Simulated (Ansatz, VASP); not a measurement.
One calculation of MgO, two programs

```
Mg O
1.0
     5.52307    0.00000    0.00000
     0.00000    5.52307    0.00000
     0.00000    0.00000    5.52307
Mg O
6 6
Direct
  0.25000 0.98143 0.50000
  0.00000 0.51857 0.25000
  0.50000 0.75000 0.00000
  0.75000 0.98143 0.50000
  0.00000 0.51857 0.75000
  0.50000 0.25000 0.00000
  0.25000 0.47798 0.00000
  0.50000 0.02202 0.25000
  0.00000 0.75000 0.50000
  0.75000 0.47798 0.00000
  0.50000 0.02202 0.75000
  0.00000 0.25000 0.50000
```

Change from the starting cell: mode 14 frozen in at -0.029 Å and mode 24 at -0.144 Å (largest displacements).

Alike in both runs: task single point; functional LDA; k mesh 4 × 4 × 4; occupations gaussian, width 0.05 eV; no spin polarisation.

|  | VASP | Ansatz |
| --- | --- | --- |
| version | VASP 6.6.1 | Ansatz 0.2.0 |
| potentials or method | VASP PAW LDA potentials, release 64 (Mg, O), cutoff 520 eV | scalar-relativistic, plane waves, PAW |
| valence electrons in the cell | 48 | 96 |

Ansatz gave:

- gap on the k mesh at the Fermi level (eV): 2.54
- least direct gap on the mesh (eV): 2.57
- pressure (GPa): 0.7
- traceless stress, the component that is largest in VASP (GPa): -0.75
- rms of the force components (eV/Å): 0.988

Task: Which values does VASP return?

Result: gap on the k mesh at the Fermi level (eV): 2.53; least direct gap on the mesh (eV): 2.56; pressure (GPa): 0.0; traceless stress, the component that is largest in VASP (GPa): -0.74; rms of the force components (eV/Å): 1.010.

Ansatz warns that its potentials were made for another functional, while VASP's fit it. LDA's correlation is that of Perdew and Zunger in VASP and of Perdew and Wang (1992) in Ansatz. Atom by atom the forces differ by 0.022 eV/Å (rms over components). VASP's potentials hold 48 valence electrons a cell and Ansatz's 96, so a difference there can come from the potentials and not from the codes.
